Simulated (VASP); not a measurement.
# Y (R-3m) in VASP: relaxation of cell and atoms with PBE

Aim: the relaxation of cell and atoms of Y with PBE.

Everything below comes from runs of VASP 6.6.1. Logs are shortened: lines on timing, memory, paths and dates and some standing lists are left out, and cuts for length are marked.

## (1) The cell of the first run

It takes space group R-3m (No. 166, trigonal). The conventional cell has a = 4.548 Å, b = 4.548 Å, c = 11.876 Å, α = 90.00°, β = 90.00°, γ = 120.00°. Y (site symmetry 3m) has 6 Y at 3.07 to 3.54 Å within 4.0 Å.

## (2) Relaxation of cell and atoms, PBE

File INCAR:

```
SYSTEM = Y
PREC = Accurate
ENCUT = 600
EDIFF = 1E-6
ISMEAR = 0
SIGMA = 0.1
LREAL = .FALSE.
LASPH = .TRUE.
NELM = 80
ALGO = Normal
ISIF = 3
LWAVE = .FALSE.
LCHARG = .FALSE.
GGA = PE
IBRION = 2
NSW = 90
EDIFFG = -0.04
```

File KPOINTS:

```
Automatic mesh
0
G
  6 6 6
  0 0 0
```

File POSCAR:

```
Y
1.0
    2.2739488480      1.3128649795      3.9587385719
   -2.2739488480      1.3128649795      3.9587385719
    0.0000000000     -2.6257299590      3.9587385719
Y
2
Direct
    0.2336400000      0.2336400000      0.2336400000
    0.7663600000      0.7663600000      0.7663600000
```

Potentials or basis: VASP PAW PBE potentials, release 64 (Y_sv).

On the command line:

```
cat potpaw_PBE.64/Y_sv/POTCAR > POTCAR
mpirun -np 1 vasp_std > vasp.out
```

OUTCAR:

```text
SYSTEM = Y
   PREC = Accurate
   ENCUT = 600
   EDIFF = 1E-6
   ISMEAR = 0
   LREAL = .FALSE.
   LASPH = .TRUE.
   NELM = 80
   ISIF = 3
   GGA = PE
   IBRION = 2
   NSW = 90
   EDIFFG = -0.04

 ion  position               nearest neighbor table
   1  0.234  0.234  0.234-   2 3.07   2 3.07   2 3.07   2 3.54   2 3.54   2 3.54
   2  0.766  0.766  0.766-   1 3.07   1 3.07   1 3.07   1 3.54   1 3.54   1 3.54

  LATTYP: Found a trigonal (rhomboedric) cell.
 ALAT       =     4.7503756587
 COS(alpha) =     0.5417151843

  Lattice vectors:

 A1 = (   2.2739488480,   1.3128649795,   3.9587385719)
 A2 = (  -2.2739488480,   1.3128649795,   3.9587385719)
 A3 = (   0.0000000000,  -2.6257299590,   3.9587385719)

Analysis of symmetry for initial positions (statically):
=====================================================================
 Subroutine PRICEL returns:
 Original cell was already a primitive cell.

 Routine SETGRP: Setting up the symmetry group for a
 trigonal (rhombohedral) supercell.

 Subroutine GETGRP returns: Found 12 space group operations
 (whereof 12 operations were pure point group operations)
 out of a pool of 12 trial point group operations.

The static configuration has the point symmetry D_3d.

Analysis of symmetry for dynamics (positions and initial velocities):
=====================================================================
 Subroutine PRICEL returns:
 Original cell was already a primitive cell.

 Routine SETGRP: Setting up the symmetry group for a
 trigonal (rhombohedral) supercell.

 Subroutine GETGRP returns: Found 12 space group operations
 (whereof 12 operations were pure point group operations)
 out of a pool of 12 trial point group operations.

The dynamic configuration has the point symmetry D_3d.

 Subroutine INISYM returns: Found 12 space group operations
 (whereof 12 operations are pure point group operations),
 and found     1 'primitive' translations

----------------------------------------------------------------------------------------

                                     Primitive cell

  volume of cell :      70.9102

  direct lattice vectors                    reciprocal lattice vectors
     2.273948848  1.312864980  3.958738572     0.219881815  0.126948825  0.084201906
    -2.273948848  1.312864980  3.958738572    -0.219881815  0.126948825  0.084201906
     0.000000000 -2.625729959  3.958738572     0.000000000 -0.253897650  0.084201906

  length of vectors
     4.750375659  4.750375659  4.750375659     0.267495753  0.267495753  0.267495753

  position of ions in fractional coordinates (direct lattice)
     0.233640000  0.233640000  0.233640000
     0.766360000  0.766360000  0.766360000

  ion indices of the primitive-cell ions
   primitive index   ion index
                 1           1
                 2           2

----------------------------------------------------------------------------------------

 KPOINTS: Automatic mesh

Automatic generation of k-mesh.
 Grid dimensions read from file:
 generate k-points for:    6    6    6

 Generating k-lattice:

  Cartesian coordinates                     Fractional coordinates (reciprocal lattice)
     0.036646969  0.021158138  0.014033651     0.166666667  0.000000000  0.000000000
    -0.036646969  0.021158138  0.014033651     0.000000000  0.166666667  0.000000000
     0.000000000 -0.042316275  0.014033651     0.000000000  0.000000000  0.166666667

  Length of vectors
     0.044582625  0.044582625  0.044582625

  Shift w.r.t. Gamma in fractional coordinates (k-lattice)
     0.000000000  0.000000000  0.000000000

 Subroutine IBZKPT returns following result:
 ===========================================

 Found     32 irreducible k-points:

 Following reciprocal coordinates:
            Coordinates               Weight
  0.000000  0.000000  0.000000      1.000000
  0.166667 -0.000000  0.000000      6.000000
  0.333333 -0.000000 -0.000000      6.000000
  0.500000  0.000000  0.000000      3.000000
  0.166667  0.166667  0.000000      6.000000
  0.333333  0.166667 -0.000000     12.000000
[... 16 lines left out ...]
  0.500000  0.500000  0.166667      6.000000
 -0.333333  0.500000  0.166667     12.000000
 [... further k-points ...]
   k-points           NKPTS =     32   k-points in BZ     NKDIM =     32   number of bands    NBANDS=     15
   number of dos      NEDOS =    301   number of ions     NIONS =      2
   total plane-waves  NPLWV =  64000
   dimension x,y,z NGX =    40 NGY =   40 NGZ =   40
   dimension x,y,z NGXF=    80 NGYF=   80 NGZF=   80
   ions per type =               2
   NGX,Y,Z   is equivalent  to a cutoff of  14.00, 14.00, 14.00 a.u.
   NGXF,Y,Z  is equivalent  to a cutoff of  28.00, 28.00, 28.00 a.u.
 SYSTEM =  Y
   PREC   = accura    normal or accurate (medium, high low for compatibility)
   ISTART =      0    job   : 0-new  1-cont  2-samecut
   ICHARG =      2    charge: 1-file 2-atom 10-const
   ISPIN  =      1    spin polarized calculation?
   LNONCOLLINEAR =      F non collinear calculations
   LSORBIT =      F    spin-orbit coupling
   LASPH  =      T    aspherical Exc in radial PAW
   ENCUT  =  600.0 eV  44.10 Ry    6.64 a.u.   9.49  9.49  9.49*2*pi/ulx,y,z
   NELM   =     80;   NELMIN=  2; NELMDL= -5     # of ELM steps
   EDIFF  = 0.1E-05   stopping-criterion for ELM
   LREAL  =      F    real-space projection
   EDIFFG = -.4E-01   stopping-criterion for IOM
   NSW    =     90    number of steps for IOM
   IBRION =      2    ionic relax: 0-MD 1-quasi-New 2-CG
   NFREE  =      1    steps in history (QN), initial steepest desc. (CG)
   ISIF   =      3    stress and relaxation
   ISYM   =      2    0-nonsym 1-usesym 2-fastsym
   POTIM  = 0.5000    time-step for ionic-motion
   TEBEG  =    0.0;   TEEND  =   0.0 temperature during run
   PSTRESS=    0.0 pullay stress
   NELECT =      22.0000    total number of electrons
   NUPDOWN=      -1.0000    fix difference up-down
   EMIN   =  10.00;   EMAX   =-10.00  energy-range for DOS
   EFERMI =   0.00;   METHOD = LEGACY
   ISMEAR =     0;   SIGMA  =   0.10  broadening in eV -4-tet -1-fermi 0-gaus
   EFERMI_NEDOS =   21; number of points for ismear=-14 and -15
   IALGO  =     38    algorithm
   IMIX   =      4    mixing-type and parameters
     AMIX     =   0.40;   BMIX     =  1.00
     AMIX_MAG =   1.60;   BMIX_MAG =  1.00
  volume/ion in A,a.u.               =      35.46       239.26
  Fermi-wavevector in a.u.,A,eV,Ry     =   1.108271  2.094329 16.711566  1.228265
  Thomas-Fermi vector in A             =   2.244796
   LORBIT       =      0    0 simple, 1 ext, 2 COOP (PROOUT), +10 PAW based schemes
   GGA     = PE    functional components
   LHFCALC =     F    Hartree Fock is set to
   AEXX    =    0.0000 exact exchange contribution
   IVDW    =     0    specifies the selected vdW correction
   LEPSILON=     F    determine dielectric tensor
   LRPA    =     F    only Hartree local field effects (RPA)
 conjugate gradient relaxation of ions
 non-spin polarized calculation
 Gauss-broadening in eV      SIGMA  =   0.10
  energy-cutoff  :      600.00
  volume of cell :       70.91
 maximum number of plane-waves:      2387
 NGX is ok and might be reduce to    40
   NGX = 19   NGY = 19   NGZ = 19

--------------------------------------- Ionic step        1  -------------------------------------------

 number of electron      22.0000000 magnetization

 Free energy of the ion-electron system (eV)
  ---------------------------------------------------
  ext. energy  EPLUGINS =         0.00000000
  ---------------------------------------------------
  free energy    TOTEN  =       -10.97204342 eV

  energy without entropy =      -10.94152756  energy(sigma->0) =      -10.95678549

------------------------ aborting loop because EDIFF is reached ----------------------------------------

  FORCE on cell =-STRESS in cart. coord.  units (eV):
  Direction    XX          YY          ZZ          XY          YZ          ZX
  --------------------------------------------------------------------------------------
  -------------------------------------------------------------------------------------
  Total        0.0384123      0.0384123     -0.7041418     -0.0000000      0.0000000      0.0000000
  in kB        0.8679041      0.8679041    -15.9096949     -0.0000000      0.0000000      0.0000000
  external PRESSURE =      -4.7246289 kB  Pullay stress =       0.0000000 kB
[... 89 lines left out ...]
  FREE ENERGIE OF THE ION-ELECTRON SYSTEM (eV)
  ---------------------------------------------------
  free  energy   TOTEN  =       -11.3130117262 eV

  energy  without entropy=      -11.2929942534  energy(sigma->0) =      -11.30300299

 E-fermi :   3.9036     XC(G=0): -10.1830

 val. band max:        3.8944574616   @ k =  -0.3333   0.3333   0.1667
 cond. band min:       3.9164750349   @ k =  -0.3333   0.3333   0.3333
 fundamental gap:      0.0220175733
 Fermi energy:         3.9036207517

 k-point     1 :       0.0000    0.0000    0.0000
  band No.  band energies     occupation
      1     -38.3279      2.00000
      2     -38.2435      2.00000
      3     -18.6493      2.00000
      4     -17.9307      2.00000
      5     -17.5800      2.00000
      6     -17.5800      2.00000
      7     -17.5259      2.00000
      8     -17.5259      2.00000
      9      -0.7606      2.00000
     10       1.4662      2.00000
     11       3.7494      1.97079
     12       4.7944      0.00000
     13       6.1854      0.00000
     14       6.1854      0.00000
     15       6.4554      0.00000
[... 397 lines left out ...]
 k-point    24 :      -0.3333    0.5000    0.1667
  band No.  band energies     occupation
      1     -38.0551      2.00000
      2     -38.0310      2.00000
      3     -18.9754      2.00000
      4     -18.9051      2.00000
      5     -18.1872      2.00000
      6     -18.1225      2.00000
      7     -18.0374      2.00000
      8     -17.9024      2.00000
      9       2.4320      2.00000
     10       2.6846      2.00000
     11       3.3379      2.00000
     12       4.3568      0.00000
     13       5.6515      0.00000
     14       5.9668      0.00000
     15       6.3566      0.00000

 [... further k-points ...]

[... ionic steps 4 to 38 ...]

--------------------------------------- Ionic step       39  -------------------------------------------

 number of electron      22.0000000 magnetization

------------------------ aborting loop because EDIFF is reached ----------------------------------------

  FORCE on cell =-STRESS in cart. coord.  units (eV):
  Direction    XX          YY          ZZ          XY          YZ          ZX
  --------------------------------------------------------------------------------------
  -------------------------------------------------------------------------------------
  Total        0.0102011      0.0102011     -0.1793330      0.0000000      0.0000000      0.0000000
  in kB        0.2522289      0.2522289     -4.4341136      0.0000000      0.0000000      0.0000000
  external PRESSURE =      -1.3098852 kB  Pullay stress =       0.0000000 kB
[... 57 lines left out ...]
  energy  without entropy=      -12.8047366723  energy(sigma->0) =      -12.81384538

--------------------------------------- Ionic step       41  -------------------------------------------

 number of electron      21.9999999 magnetization

 Free energy of the ion-electron system (eV)
  ---------------------------------------------------
  ext. energy  EPLUGINS =         0.00000000
  ---------------------------------------------------
  free energy    TOTEN  =       -12.82430040 eV

  energy without entropy =      -12.80626794  energy(sigma->0) =      -12.81528417

 E-fermi :   3.1475     XC(G=0):  -9.4920

 val. band max:        3.1385909901   @ k =   0.5000   0.1667   0.1667
 cond. band min:       3.1507440779   @ k =  -0.3333   0.5000   0.3333
 fundamental gap:      0.0121530879
 Fermi energy:         3.1475210174

 k-point     1 :       0.0000    0.0000    0.0000
  band No.  band energies     occupation
      1     -39.5107      2.00000
      2     -39.4412      2.00000
      3     -19.7927      2.00000
      4     -19.2828      2.00000
      5     -19.2828      2.00000
      6     -19.2034      2.00000
      7     -19.2034      2.00000
      8     -19.2007      2.00000
      9      -1.6293      2.00000
     10       1.1699      2.00000
     11       3.8194      0.00000
     12       4.7567      0.00000
     13       4.9170      0.00000
     14       4.9915      0.00000
     15       6.9701      0.00000
[... 397 lines left out ...]
 k-point    24 :      -0.3333    0.5000    0.1667
  band No.  band energies     occupation
      1     -39.4380      2.00000
      2     -39.4267      2.00000
      3     -19.7254      2.00000
      4     -19.6915      2.00000
      5     -19.4492      2.00000
      6     -19.3756      2.00000
      7     -19.3654      2.00000
      8     -19.3109      2.00000
      9       1.6405      2.00000
     10       1.7162      2.00000
     11       2.5915      2.00000
     12       3.1820      0.62630
     13       4.2634      0.00000
     14       4.3577      0.00000
     15       5.3821      0.00000

 [... further k-points ...]

------------------------ aborting loop because EDIFF is reached ----------------------------------------

  FORCE on cell =-STRESS in cart. coord.  units (eV):
  Direction    XX          YY          ZZ          XY          YZ          ZX
  --------------------------------------------------------------------------------------
  -------------------------------------------------------------------------------------
  Total       -0.0294684     -0.0294684      0.0734642      0.0000000      0.0000000      0.0000000
  in kB       -0.7317457     -0.7317457      1.8242298      0.0000000      0.0000000      0.0000000
  external PRESSURE =       0.1202462 kB  Pullay stress =       0.0000000 kB
[... 17 lines left out ...]
  FREE ENERGIE OF THE ION-ELECTRON SYSTEM (eV)
  ---------------------------------------------------
  free  energy   TOTEN  =       -12.8243004024 eV

  energy  without entropy=      -12.8062679357  energy(sigma->0) =      -12.81528417

 reached required accuracy - stopping structural energy minimisation
```

Run time: 13 min. Hardware: 1 thread of Intel Xeon 6975P-C (Granite Rapids), shared host; peak memory 0.29 GiB.

What came out:

| Quantity | Value |
| --- | --- |
| Free energy | -12.8243 eV |
| Relaxed volume | 32.26 Å³/atom |
| Relaxed cell | a = 6.166 Å, b = 6.166 Å, c = 6.166 Å, α = 33.76°, β = 33.76°, γ = 33.76° |
| Space group after relaxing (to 0.1 Å) | Fm-3m (No. 225) |
| Energy gained by relaxing | 926.1 meV/atom |
| Ionic steps | 41 |
| Pressure after relaxing | 0.0 GPa |
| Band gap on the k mesh | zero (bands 11 and 12 overlap by 1.23 eV) |

Step by step:
| step | energy change (eV) | largest force (eV/Å) | pressure (GPa) | volume (Å³) |
| --- | --- | --- | --- | --- |
| 1 | 0.0000 | 1.6073 | -0.47 | 70.91 |
| 3 | -0.3410 | 0.0912 | 0.21 | 68.11 |
| 5 | -0.3423 | 0.0049 | 0.17 | 68.23 |
| 7 | -0.3532 | 0.1140 | -0.46 | 69.88 |
| 9 | -0.4389 | 0.6869 | -2.56 | 76.95 |
| 11 | -0.6006 | 0.2769 | -6.46 | 99.19 |
| 13 | -0.6358 | 1.1145 | -5.53 | 90.10 |
| 15 | -0.6360 | 1.1109 | -5.55 | 90.15 |
| 17 | -0.6369 | 1.0955 | -5.56 | 90.36 |
| 19 | -0.6392 | 1.0320 | -5.71 | 91.18 |
| 21 | -0.6396 | 0.9904 | -5.80 | 91.69 |
| 23 | -0.6463 | 0.9899 | -5.80 | 91.59 |
| 25 | -0.6762 | 0.9885 | -5.77 | 91.11 |
| 27 | -0.7940 | 0.9797 | -5.64 | 89.22 |
| 29 | -1.2213 | 0.9177 | -4.80 | 81.73 |
| 31 | -0.8095 | 0.8051 | 12.96 | 53.48 |
| 33 | -1.6600 | 0.7196 | 0.05 | 67.24 |
| 35 | -1.7160 | 0.6139 | -0.43 | 67.18 |
| 37 | -1.8399 | 0.0669 | -1.21 | 66.83 |
| 39 | -1.8484 | 0.1264 | -0.13 | 64.80 |
| 41 | -1.8523 | 0.0005 | 0.01 | 64.52 |

Final structure:
```xyz
2
Lattice="1.7906 1.0338 5.8091 -1.7906 1.0338 5.8091 0.0000 -2.0676 5.8091" Properties=species:S:1:pos:R:3 pbc="T T T"
Y     0.0000    0.0000    4.3570
Y     0.0000    0.0000   13.0705
```

Caveat: a cell axis changed by over 15 % at a fixed basis, so the end point is rough.
